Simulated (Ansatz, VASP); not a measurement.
**MgO: VASP beside Ansatz**

Contents of INCAR:

```
SYSTEM = MgO
  PREC = Accurate
  ENCUT = 520
  EDIFF = 1E-6
  ISMEAR = -1
  SIGMA = 0.02
  LREAL = .False.
  LASPH = .True.
  NELM = 100
  ALGO = Normal
  ISIF = 2
  LWAVE = .False.
  LCHARG = .False.
  LDIPOL = .True.
  IDIPOL = 3
  DIPOL = 0.5 0.5 0.500
  GGA = PE
  IBRION = 2
  NSW = 60
  EDIFFG = -0.01
```

KPOINTS

```
regular mesh
0
Gamma
  10 10 1
  0 0 0
```

POSCAR

```
MgO
1.0
    3.0079491106      0.0000000000      0.0000000000
    0.0000000000      3.0079491106      0.0000000000
    0.0000000000      0.0000000000     18.1269000000
Mg O
2 2
Direct
    0.0000000000      0.0000000000      0.4413319097
    0.5000000000      0.5000000000      0.5586680903
    0.5000000000      0.5000000000      0.4413319097
    0.0000000000      0.0000000000      0.5586680903
```

Input for Ansatz:

```yaml
crystal:
  lattice:
    - [3.0079491106, 0.0, 0.0]
    - [0.0, 3.0079491106, 0.0]
    - [0.0, 0.0, 18.1269]
  atoms:
    - { symbol: Mg, position: [0.0, 0.0, 0.4413319097] }
    - { symbol: O, position: [0.5, 0.5, 0.4413319097] }
    - { symbol: Mg, position: [0.5, 0.5, 0.5586680903] }
    - { symbol: O, position: [0.0, 0.0, 0.5586680903] }
kpoints:
  mp_grid: { grid: [10, 10, 1] }
scf:
  occupations: { method: fermi_dirac, width: 0.02 }
hamiltonian:
  xc: pbe
  pseudopotentials: { kind: paw }
output:
  forces: true
  stress: true
  eigenvalues: true
relax:
  f_tol: 0.01
  max_steps: 40
efield:
  axis: 3
  amplitude: 0
  dipole_correction: true
```

Alike in both runs: task relaxation of the atoms; functional PBE; k mesh 10 × 10 × 1; occupations fermi-dirac, width 0.02 eV; no spin polarisation.

|  | VASP | Ansatz |
| --- | --- | --- |
| version | VASP 6.6.1 | Ansatz 0.2.0 |
| potentials or method | VASP PAW PBE potentials, release 64 (Mg, O) | PAW with Ansatz's default frozen-core files, scalar-relativistic |
| plane-wave cutoff (eV) | 520 | 420 |
| valence electrons in the cell | 16 | 32 |

|  | VASP | Ansatz | Ansatz less VASP |
| --- | --- | --- | --- |
| gap on the k mesh at the Fermi level, each at its own relaxed structure (eV) | 3.29 | 3.30 | +0.007 |

VASP's potentials hold 16 valence electrons a cell and Ansatz's 32, so a difference there can come from the potentials and not from the codes. Ansatz's warnings: stress scf threshold loose.
